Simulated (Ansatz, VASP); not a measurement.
## One calculation of Ti, two programs

```
CELL_PARAMETERS angstrom
2.93020 0.00000 0.00000
-1.46510 2.53763 0.00000
0.00000 0.00000 4.65455
ATOMIC_POSITIONS crystal
Ti 0.33333 0.66667 0.25000
Ti 0.66667 0.33333 0.75000
```

Change from the starting cell: volume scaled by 0.98.

Alike in both runs: task single point; functional PBEsol; k mesh 13 × 13 × 7; occupations fermi-dirac, width 0.08 eV; no spin polarisation.

```csv
,VASP,Ansatz
version,VASP 6.6.1,Ansatz 0.2.0
potentials or method,"VASP PAW PBE potentials, release 64 (Ti_sv), cutoff 520 eV","all-electron LAPW, scalar-relativistic"
```

|  | VASP | Ansatz | Ansatz less VASP |
| --- | --- | --- | --- |
| pressure (GPa) | -4.0 | -3.8 | +0.20 |
| traceless stress, the component that is largest in VASP (GPa) | -0.29 | -0.29 | -0.001 |

VASP's potentials were made for PBE, not for PBEsol. Ansatz ran all-electron here, and VASP with PAW potentials.
